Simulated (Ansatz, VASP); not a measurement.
# Two plane-wave programs on SiO2

```
CELL_PARAMETERS angstrom
4.18549 0.00000 0.00000
0.00000 4.18550 0.00000
0.00000 0.00000 2.66873
ATOMIC_POSITIONS crystal
Si 0.50000 0.50000 0.50000
Si 0.00000 0.00000 0.00000
O 0.30611 0.30612 0.00000
O 0.80611 0.19388 0.50000
O 0.19389 0.80612 0.50000
O 0.69389 0.69388 0.00000
```

Alike in both runs: functional r2SCAN; k mesh 6 × 6 × 8; occupations gaussian, width 0.02 eV; no spin polarisation.

Ansatz relaxed the structure, and its values are those at the end. VASP's run is a single point on that final structure, the one shown.

```csv
,VASP,Ansatz
version,VASP 6.6.1,Ansatz 0.2.0
potentials or method,"VASP PAW PBE potentials, release 64 (Si, O), cutoff 520 eV","scalar-relativistic, plane waves, PAW"
valence electrons in the cell,32,32
```

Ansatz gave:

```
gap on the k mesh at the Fermi level (eV) : 6.51
least direct gap on the mesh (eV)         : 6.51
pressure (GPa)                            : 0.0
rms of the force components (eV/Å)        : 0.001
```

Question: What did VASP give for the same quantities?

Answer: gap on the k mesh at the Fermi level (eV): 6.51; least direct gap on the mesh (eV): 6.51; pressure (GPa): 0.4; rms of the force components (eV/Å): 0.011.

VASP's potentials were made for PBE, not for r2SCAN. With one functional, cell and mesh, what is left measures potentials, basis and numerics.
